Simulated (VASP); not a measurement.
# V (P6_3/mmc) in VASP: further runs

V is run at these levels: LDA, PBEsol; tasks: single point.

Everything below comes from runs of VASP 6.6.1. Logs are shortened: lines on timing, memory, paths and dates and some standing lists are left out, and cuts for length are marked.

## Step 1: The cell of the first run

Symmetry: P6_3/mmc, No. 194, hexagonal system. The conventional cell has a = 2.587 Å, b = 2.587 Å, c = 4.692 Å, α = 90.00°, β = 90.00°, γ = 120.00°. Within 3.4 Å of V (site symmetry -6m2) lie 12 V at 2.59 to 2.78 Å.

This isn't the form of V at room conditions, which is bcc.

## Step 2: Single point, LDA, collinear spin, ferromagnetic start (13.59 Å³/atom)

The input, INCAR:

```
SYSTEM = V
PREC     = Accurate       ! precision mode
ENCUT    = 520            ! plane-wave cutoff, eV
EDIFF    = 1E-6           ! SCF threshold, eV
ISMEAR   = -1             ! smearing method
SIGMA    = 0.05           ! smearing width, eV
LREAL    = .FALSE.        ! projectors in reciprocal space
LASPH    = .TRUE.         ! aspherical terms in the spheres
NELM     = 150            ! most SCF steps
ALGO     = Normal         ! electronic algorithm
ISIF     = 2              ! what is computed and relaxed
LWAVE    = .FALSE.        ! write WAVECAR
LCHARG   = .TRUE.         ! write CHGCAR
ISPIN    = 2              ! spin polarisation
MAGMOM   = 2 2            ! initial moments
LORBIT   = 11             ! projections on sites
LMAXMIX  = 4              ! l up to which the mixer works
GGA      = CA             ! functional
LELF     = .TRUE.         ! ELF
LVHAR    = .TRUE.       
NBANDS   = 24             ! bands
```

The input, KPOINTS:

```
Automatic mesh
0
G
  12 12 6
  0 0 0
```

The input, POSCAR:

```
V
1.0
    2.5868150921      0.0000000000      0.0000000000
   -1.2934075460      2.2402475846      0.0000000000
    0.0000000000      0.0000000000      4.6916348032
V
2
Direct
    0.3333333333      0.6666666667      0.2500000000
    0.6666666667      0.3333333333      0.7500000000
```

Potentials or basis: VASP PAW LDA potentials, release 64 (V_sv).

Command:

```sh
cat potpaw_LDA.64/V_sv/POTCAR > POTCAR
mpirun -np 1 vasp_std > vasp.out
```

OUTCAR:

```text
SYSTEM = V
   PREC = Accurate
   ENCUT = 520
   EDIFF = 1E-6
   ISMEAR = -1
   LREAL = .FALSE.
   LASPH = .TRUE.
   NELM = 150
   ISIF = 2
   ISPIN = 2
   LORBIT = 11
   GGA = CA

 ion  position               nearest neighbor table
   1  0.333  0.667  0.250-   2 2.78   2 2.78   2 2.78   2 2.78   2 2.78   2 2.78
   2  0.667  0.333  0.750-   1 2.78   1 2.78   1 2.78   1 2.78   1 2.78   1 2.78

  LATTYP: Found a hexagonal cell.
 ALAT       =     2.5868150921
 C/A-ratio  =     1.8136722712

  Lattice vectors:

 A1 = (   2.5868150921,   0.0000000000,   0.0000000000)
 A2 = (  -1.2934075460,   2.2402475846,   0.0000000000)
 A3 = (   0.0000000000,   0.0000000000,   4.6916348032)

Analysis of symmetry for initial positions (statically):
=====================================================================
 Subroutine PRICEL returns:
 Original cell was already a primitive cell.

 Routine SETGRP: Setting up the symmetry group for a
 hexagonal supercell.

 Subroutine GETGRP returns: Found 24 space group operations
 (whereof 12 operations were pure point group operations)
 out of a pool of 24 trial point group operations.

The static configuration has the point symmetry D_3d.
 The point group associated with its full space group is D_6h.

Analysis of symmetry for dynamics (positions and initial velocities):
=====================================================================
 Subroutine PRICEL returns:
 Original cell was already a primitive cell.

 Routine SETGRP: Setting up the symmetry group for a
 hexagonal supercell.

 Subroutine GETGRP returns: Found 24 space group operations
 (whereof 12 operations were pure point group operations)
 out of a pool of 24 trial point group operations.

The dynamic configuration has the point symmetry D_3d.
 The point group associated with its full space group is D_6h.

Analysis of structural, dynamic, and magnetic symmetry:
=====================================================================
 Subroutine PRICEL returns:
 Original cell was already a primitive cell.

 Routine SETGRP: Setting up the symmetry group for a
 hexagonal supercell.

 Subroutine GETGRP returns: Found 24 space group operations
 (whereof 12 operations were pure point group operations)
 out of a pool of 24 trial point group operations.

The overall configuration has the point symmetry D_3d.
 The point group associated with its full space group is D_6h.

 Subroutine INISYM returns: Found 24 space group operations
 (whereof 12 operations are pure point group operations),
 and found     1 'primitive' translations

----------------------------------------------------------------------------------------

                                     Primitive cell

  volume of cell :      27.1885

  direct lattice vectors                    reciprocal lattice vectors
     2.586815092  0.000000000  0.000000000     0.386575756  0.223189617  0.000000000
    -1.293407546  2.240247585  0.000000000     0.000000000  0.446379234  0.000000000
     0.000000000  0.000000000  4.691634803     0.000000000  0.000000000  0.213145320

  length of vectors
     2.586815092  2.586815092  4.691634803     0.446379234  0.446379234  0.213145320

  position of ions in fractional coordinates (direct lattice)
     0.333333333  0.666666667  0.250000000
     0.666666667  0.333333333  0.750000000

  ion indices of the primitive-cell ions
   primitive index   ion index
                 1           1
                 2           2

----------------------------------------------------------------------------------------

 KPOINTS: Automatic mesh

Automatic generation of k-mesh.
 Grid dimensions read from file:
 generate k-points for:   12   12    6

 Generating k-lattice:

  Cartesian coordinates                     Fractional coordinates (reciprocal lattice)
     0.032214646  0.018599135  0.000000000     0.083333333  0.000000000  0.000000000
     0.000000000  0.037198269  0.000000000     0.000000000  0.083333333  0.000000000
     0.000000000  0.000000000  0.035524220     0.000000000  0.000000000  0.166666667

  Length of vectors
     0.037198269  0.037198269  0.035524220

  Shift w.r.t. Gamma in fractional coordinates (k-lattice)
     0.000000000  0.000000000  0.000000000

 Subroutine IBZKPT returns following result:
 ===========================================

 Found     76 irreducible k-points:

 Following reciprocal coordinates:
            Coordinates               Weight
  0.000000  0.000000  0.000000      1.000000
  0.083333  0.000000  0.000000      6.000000
  0.166667  0.000000  0.000000      6.000000
  0.250000  0.000000  0.000000      6.000000
  0.333333  0.000000  0.000000      6.000000
  0.416667  0.000000  0.000000      6.000000
[... 16 lines left out ...]
  0.250000  0.000000  0.166667     12.000000
  0.333333  0.000000  0.166667     12.000000
 [... further k-points ...]
   k-points           NKPTS =     76   k-points in BZ     NKDIM =     76   number of bands    NBANDS=     24
   number of dos      NEDOS =    301   number of ions     NIONS =      2
   total plane-waves  NPLWV =  14400
   dimension x,y,z NGX =    20 NGY =   20 NGZ =   36
   dimension x,y,z NGXF=    40 NGYF=   40 NGZF=   72
   ions per type =               2
   NGX,Y,Z   is equivalent  to a cutoff of  12.85, 12.85, 12.76 a.u.
   NGXF,Y,Z  is equivalent  to a cutoff of  25.71, 25.71, 25.51 a.u.
 SYSTEM =  V
   PREC   = accura    normal or accurate (medium, high low for compatibility)
   ISTART =      0    job   : 0-new  1-cont  2-samecut
   ICHARG =      2    charge: 1-file 2-atom 10-const
   ISPIN  =      2    spin polarized calculation?
   LNONCOLLINEAR =      F non collinear calculations
   LSORBIT =      F    spin-orbit coupling
   LASPH  =      T    aspherical Exc in radial PAW
   ENCUT  =  520.0 eV  38.22 Ry    6.18 a.u.   4.81  4.81  8.72*2*pi/ulx,y,z
   NELM   =    150;   NELMIN=  2; NELMDL= -5     # of ELM steps
   EDIFF  = 0.1E-05   stopping-criterion for ELM
   LREAL  =      F    real-space projection
   EDIFFG = 0.1E-04   stopping-criterion for IOM
   NSW    =      0    number of steps for IOM
   IBRION =     -1    ionic relax: 0-MD 1-quasi-New 2-CG
   NFREE  =      0    steps in history (QN), initial steepest desc. (CG)
   ISIF   =      2    stress and relaxation
   ISYM   =      2    0-nonsym 1-usesym 2-fastsym
   POTIM  = 0.5000    time-step for ionic-motion
   TEBEG  =    0.0;   TEEND  =   0.0 temperature during run
   PSTRESS=    0.0 pullay stress
   NELECT =      26.0000    total number of electrons
   NUPDOWN=      -1.0000    fix difference up-down
   EMIN   =  10.00;   EMAX   =-10.00  energy-range for DOS
   EFERMI =   0.00;   METHOD = LEGACY
   ISMEAR =    -1;   SIGMA  =   0.05  broadening in eV -4-tet -1-fermi 0-gaus
   EFERMI_NEDOS =   21; number of points for ismear=-14 and -15
   IALGO  =     38    algorithm
   IMIX   =      4    mixing-type and parameters
     AMIX     =   0.40;   BMIX     =  1.00
     AMIX_MAG =   1.60;   BMIX_MAG =  1.00
  volume/ion in A,a.u.               =      13.59        91.74
  Fermi-wavevector in a.u.,A,eV,Ry     =   1.612888  3.047915 35.394279  2.601406
  Thomas-Fermi vector in A             =   2.708045
   LORBIT       =     11    0 simple, 1 ext, 2 COOP (PROOUT), +10 PAW based schemes
   GGA     = CA    functional components
   LHFCALC =     F    Hartree Fock is set to
   AEXX    =    0.0000 exact exchange contribution
   IVDW    =     0    specifies the selected vdW correction
   LEPSILON=     F    determine dielectric tensor
   LRPA    =     F    only Hartree local field effects (RPA)
 spin polarized calculation
  energy-cutoff  :      520.00
  volume of cell :       27.19
 maximum number of plane-waves:       744
 NGX is ok and might be reduce to    20
   NGX =  9   NGY =  9   NGZ = 17

 number of electron      26.0000017 magnetization      -0.0231262

 number of electron      26.0000017 magnetization       0.0000125

 Free energy of the ion-electron system (eV)
  ---------------------------------------------------
  ext. energy  EPLUGINS =         0.00000000
  ---------------------------------------------------
  free energy    TOTEN  =       -19.32552071 eV

  energy without entropy =      -19.30144455  energy(sigma->0) =      -19.31348263

 E-fermi :   9.7140     XC(G=0): -13.1581

 val. band max:        9.7127220892   @ k =   0.3333   0.0000   0.1667
 cond. band min:       9.7547409021   @ k =   0.2500   0.1667   0.1667
 fundamental gap:      0.0420188129
 Fermi energy:         9.7140265506

 spin component 1

 k-point     1 :       0.0000    0.0000    0.0000
  band No.  band energies     occupation
      1     -53.5301      1.00000
      2     -53.4071      1.00000
      3     -28.0793      1.00000
      4     -27.3799      1.00000
      5     -27.2315      1.00000
      6     -27.2315      1.00000
[... 16 lines left out ...]
     23      28.1141      0.00000
     24      30.3338      0.00000
[... 598 lines left out ...]
      2     -53.3003      1.00000
      3     -27.9680      1.00000
      4     -27.8863      1.00000
      5     -27.7576      1.00000
      6     -27.4346      1.00000
[... 16 lines left out ...]
     23      24.9513      0.00000
     24      27.0399      0.00000

 [... further k-points ...]

 spin component 2

 k-point     1 :       0.0000    0.0000    0.0000
  band No.  band energies     occupation
      1     -53.5301      1.00000
      2     -53.4071      1.00000
      3     -28.0793      1.00000
      4     -27.3799      1.00000
      5     -27.2315      1.00000
      6     -27.2315      1.00000
[... 16 lines left out ...]
     23      28.1142      0.00000
     24      30.3339      0.00000
[... 598 lines left out ...]
      2     -53.3003      1.00000
      3     -27.9680      1.00000
      4     -27.8863      1.00000
      5     -27.7576      1.00000
      6     -27.4346      1.00000
[... 16 lines left out ...]
     23      24.9513      0.00000
     24      27.0399      0.00000

 [... further k-points ...]

------------------------ aborting loop because EDIFF is reached ----------------------------------------

  FORCE on cell =-STRESS in cart. coord.  units (eV):
  Direction    XX          YY          ZZ          XY          YZ          ZX
  --------------------------------------------------------------------------------------
  -------------------------------------------------------------------------------------
  Total       -1.6832779     -1.6832779     -1.3941641     -0.0000000      0.0000000     -0.0000000
  in kB      -99.1929466    -99.1929466    -82.1559250     -0.0000000      0.0000000     -0.0000000
  external PRESSURE =     -93.5139394 kB  Pullay stress =       0.0000000 kB

 VOLUME and BASIS-vectors are now :
 -----------------------------------------------------------------------------
  energy-cutoff  :      520.00
  volume of cell :       27.19
      direct lattice vectors                 reciprocal lattice vectors
     2.586815092  0.000000000  0.000000000     0.386575756  0.223189617  0.000000000
    -1.293407546  2.240247585  0.000000000     0.000000000  0.446379234  0.000000000
     0.000000000  0.000000000  4.691634803     0.000000000  0.000000000  0.213145320

 POSITION                                       TOTAL-FORCE (eV/Angst)
 -----------------------------------------------------------------------------------
     -0.00000      1.49350      1.17291         0.000000     -0.000000      0.000000
      1.29341      0.74675      3.51873        -0.000000      0.000000      0.000000
 -----------------------------------------------------------------------------------
    total drift:                               -0.000000      0.000000     -0.000000

  FREE ENERGIE OF THE ION-ELECTRON SYSTEM (eV)
  ---------------------------------------------------
  free  energy   TOTEN  =       -19.3255207096 eV

  energy  without entropy=      -19.3014445506  energy(sigma->0) =      -19.31348263

 total charge

# of ion       s       p       d       tot
------------------------------------------
    1        2.352   6.211   3.122  11.685
    2        2.352   6.211   3.122  11.685
--------------------------------------------------
tot          4.704  12.422   6.245  23.371

 magnetization (x)

# of ion       s       p       d       tot
------------------------------------------
    1        0.000   0.000   0.000   0.000
    2        0.000   0.000   0.000   0.000
--------------------------------------------------
tot          0.000   0.000   0.000   0.000
```

Wall time 76 s (1 thread of Intel Xeon Platinum 8488C (Sapphire Rapids), shared host); peak memory 0.18 GiB.

What came out:

```yaml
Free_energy: -19.3255 eV
Pressure: -9.4 GPa
Band_gap_on_the_k_mesh: zero (filled and empty bands overlap)
Net_moment: 0.00 μB per cell
Valence_electrons_inside_the_program's_atomic_spheres: V 11.69
```

Levels at points of the mesh, in eV from the Fermi level:
Spin up:
```csv
k point,band 10,band 11,band 12,band 13,band 14,band 15,band 16,band 17
"(0.00, 0.00, 0.00)",-3.46,-0.61,-0.09,0.32,0.32,0.64,0.64,1.83
"(0.50, 0.00, 0.00)",-2.88,-2.79,-0.40,-0.09,0.32,0.58,3.00,3.61
"(0.00, 0.00, 0.50)",-5.03,-1.03,-1.03,0.35,0.35,0.35,0.35,2.52
"(0.50, 0.00, 0.50)",-3.32,-1.86,-1.86,1.65,1.65,1.73,1.73,3.67
```
Spin down:
```tsv
k point	band 10	band 11	band 12	band 13	band 14	band 15	band 16	band 17
(0.00, 0.00, 0.00)	-3.46	-0.61	-0.09	0.32	0.32	0.64	0.64	1.83
(0.50, 0.00, 0.00)	-2.88	-2.79	-0.40	-0.09	0.32	0.58	3.00	3.61
(0.00, 0.00, 0.50)	-5.03	-1.03	-1.03	0.35	0.35	0.35	0.35	2.52
(0.50, 0.00, 0.50)	-3.32	-1.86	-1.86	1.65	1.65	1.73	1.73	3.67
```

Caveat: the cell stands under tension.

## Step 3: Single point, PBEsol, collinear spin, ferromagnetic start (13.59 Å³/atom)

The input, INCAR:

```
PREC = Accurate ; ENCUT = 520
EDIFF = 1E-6 ; ISMEAR = -1
SIGMA = 0.05 ; LREAL = F
LASPH = T ; NELM = 150
ALGO = Normal ; ISIF = 2
LWAVE = F ; LCHARG = T
ISPIN = 2 ; MAGMOM = 2 2
LORBIT = 11 ; LMAXMIX = 4
GGA = PS ; LELF = T
LVHAR = T ; NBANDS = 24
```

The input, KPOINTS:

```
regular mesh
0
Gamma
  12 12 6
```

POSCAR is that of step 2.

Potentials or basis: VASP PAW PBE potentials, release 64 (V_sv).

Command:

```sh
cat potpaw_PBE.64/V_sv/POTCAR > POTCAR
mpirun -np 1 vasp_std > vasp.out
```

It took 64 s on 1 thread of Intel Xeon Platinum 8488C (Sapphire Rapids), shared host; peak memory 0.19 GiB.

The run converged. Its results:

```
Free energy                                           : -18.7468 eV
Pressure                                              : -3.7 GPa
Band gap on the k mesh                                : zero (filled and empty bands overlap)
Net moment                                            : 0.00 μB per cell
Valence electrons inside the program's atomic spheres : V 11.67
```

Stress tensor (GPa, compression positive):
```
-3.61  0.00  0.00
 0.00 -3.61  0.00
 0.00  0.00 -3.85
```

Levels at points of the mesh, in eV from the Fermi level:
Spin up:
```csv
k point,band 10,band 11,band 12,band 13,band 14,band 15,band 16,band 17
"(0.00, 0.00, 0.00)",-3.49,-0.60,-0.20,0.33,0.33,0.66,0.66,1.87
"(0.50, 0.00, 0.00)",-2.90,-2.79,-0.39,-0.15,0.32,0.62,3.03,3.62
"(0.00, 0.00, 0.50)",-5.12,-1.04,-1.04,0.37,0.37,0.37,0.37,2.56
"(0.50, 0.00, 0.50)",-3.33,-1.85,-1.85,1.68,1.68,1.68,1.68,3.69
```
Spin down:
```
           k point  band 10  band 11  band 12  band 13  band 14  band 15  band 16  band 17
(0.00, 0.00, 0.00)    -3.49    -0.60    -0.20     0.33     0.33     0.66     0.66     1.87
(0.50, 0.00, 0.00)    -2.90    -2.79    -0.39    -0.15     0.32     0.62     3.03     3.62
(0.00, 0.00, 0.50)    -5.12    -1.04    -1.04     0.37     0.37     0.37     0.37     2.56
(0.50, 0.00, 0.50)    -3.33    -1.85    -1.85     1.68     1.68     1.68     1.68     3.69
```

Caveat: the cell stands under tension; the PAW data sets were made with another functional, which shifts forces and pressure a little.

## Step 4: Single point, LDA, collinear spin, ferromagnetic start (14.15 Å³/atom)

This run uses another cell than the first one, of 14.15 Å³/atom.

The input, INCAR:

```
SYSTEM = V
PREC = Accurate ; ENCUT = 520
EDIFF = 1E-6 ; ISMEAR = -1
SIGMA = 0.05 ; LREAL = .False.
LASPH = .True. ; NELM = 150
ALGO = Normal ; ISIF = 2
LWAVE = .False. ; LCHARG = .False.
ISPIN = 2 ; MAGMOM = 2 2
LORBIT = 11 ; LMAXMIX = 4
GGA = CA ; NBANDS = 24
```

The input, KPOINTS:

```
regular mesh
0
Gamma
  12 12 6
  0 0 0
```

The input, POSCAR:

```
V
1.0
    2.6215415862      0.0000000000      0.0000000000
   -1.3107707930      2.2703216106      0.0000000000
    0.0000000000      0.0000000000      4.7546172825
V
2
Direct
    0.3333333333      0.6666666667      0.2500000000
    0.6666666667      0.3333333333      0.7500000000
```

Potentials or basis: VASP PAW LDA potentials, release 64 (V_sv).

Command:

```sh
cat potpaw_LDA.64/V_sv/POTCAR > POTCAR
mpirun -np 1 vasp_std > vasp.out
```

Run time: 62 s. Hardware: 1 thread of Intel Xeon Platinum 8488C (Sapphire Rapids), shared host; peak memory 0.18 GiB.

The run converged. Its results:

| Property | Result |
| --- | --- |
| Free energy | -19.2397 eV |
| Pressure | -15.4 GPa |
| Band gap on the k mesh | zero (filled and empty bands overlap) |
| Net moment | 0.00 μB per cell |
| Valence electrons inside the program's atomic spheres | V 11.62 |

Stress tensor (GPa, compression positive):
```
-15.98   0.00   0.00
  0.00 -15.98   0.00
  0.00   0.00 -14.23
```

Levels at points of the mesh, in eV from the Fermi level:
Spin up:
```tsv
k point	band 9	band 10	band 11	band 12	band 13	band 14	band 15	band 16	band 17	band 18
(0.00, 0.00, 0.00)	-6.72	-3.36	-0.56	-0.15	0.32	0.32	0.62	0.62	1.75	1.75
(0.50, 0.00, 0.00)	-2.85	-2.78	-2.63	-0.37	-0.14	0.30	0.57	2.84	3.43	3.53
(0.00, 0.00, 0.50)	-4.98	-4.98	-0.98	-0.98	0.35	0.35	0.35	0.35	2.40	2.40
(0.50, 0.00, 0.50)	-3.17	-3.17	-1.75	-1.75	1.57	1.57	1.62	1.62	3.48	3.48
```
Spin down:
| k point | band 9 | band 10 | band 11 | band 12 | band 13 | band 14 | band 15 | band 16 | band 17 | band 18 |
| --- | --- | --- | --- | --- | --- | --- | --- | --- | --- | --- |
| (0.00, 0.00, 0.00) | -6.72 | -3.36 | -0.56 | -0.15 | 0.32 | 0.32 | 0.62 | 0.62 | 1.75 | 1.75 |
| (0.50, 0.00, 0.00) | -2.85 | -2.78 | -2.63 | -0.37 | -0.13 | 0.30 | 0.57 | 2.84 | 3.43 | 3.53 |
| (0.00, 0.00, 0.50) | -4.98 | -4.98 | -0.98 | -0.98 | 0.35 | 0.35 | 0.35 | 0.35 | 2.40 | 2.40 |
| (0.50, 0.00, 0.50) | -3.16 | -3.16 | -1.75 | -1.75 | 1.57 | 1.57 | 1.62 | 1.62 | 3.49 | 3.49 |

Caveat: the cell stands under tension.

## Step 5: The runs side by side

| level | potentials or basis | cell | gap on the mesh (eV) | pressure (GPa) | moment (μB) |
| --- | --- | --- | --- | --- | --- |
| LDA | VASP PAW LDA potentials, release 64 (V_sv) | a = 2.587, b = 2.587, c = 4.692 Å, angles 90.0, 90.0, 120.0°, 2 atoms | none | -9.4 | 0.00 |
| PBEsol | VASP PAW PBE potentials, release 64 (V_sv) | a = 2.587, b = 2.587, c = 4.692 Å, angles 90.0, 90.0, 120.0°, 2 atoms | none | -3.7 | 0.00 |
| LDA | VASP PAW LDA potentials, release 64 (V_sv) | a = 2.622, b = 2.622, c = 4.755 Å, angles 90.0, 90.0, 120.0°, 2 atoms | none | -15.4 | 0.00 |

Alike in all rows: task single point; spin collinear, ferromagnetic start; k mesh 12 × 12 × 6; cutoff (eV) 520; smearing fermi-dirac 0.05 eV.

Caveats: the cell stands under tension; the PAW data sets were made with another functional, which shifts forces and pressure a little (at least some runs).

Total energies depend on the potentials used, so only differences within one code and one set of settings carry meaning.
